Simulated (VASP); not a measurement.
Here is a VASP 6.6.1 calculation.

The input INCAR:

```
PREC = Accurate ; ENCUT = 520
EDIFF = 1E-6 ; ISMEAR = -1
SIGMA = 0.08 ; LREAL = F
LASPH = T ; NELM = 100
ALGO = Normal ; ISIF = 2
LWAVE = F ; LCHARG = F
GGA = PE ; NBANDS = 10
```

KPOINTS

```
Automatic mesh
0
Gamma
  8 8 8
```

The input POSCAR:

```
Cs
1.0
    4.9202948738      0.0000000000      0.0000000000
   -2.4601474369      4.2611003548      0.0000000000
    0.0000000000      0.0000000000      4.6250771814
Cs
1
Direct
    0.0000000000      0.0000000000      0.0000000000
```

Potentials or basis: VASP PAW PBE potentials, release 64 (Cs_sv).

Launch:

```sh
$ cat potpaw_PBE.64/Cs_sv/POTCAR > POTCAR
$ mpirun -np 1 vasp_std > vasp.out
```

(1) Estimate the pressure.

Answers

(1) 0.6 GPa.
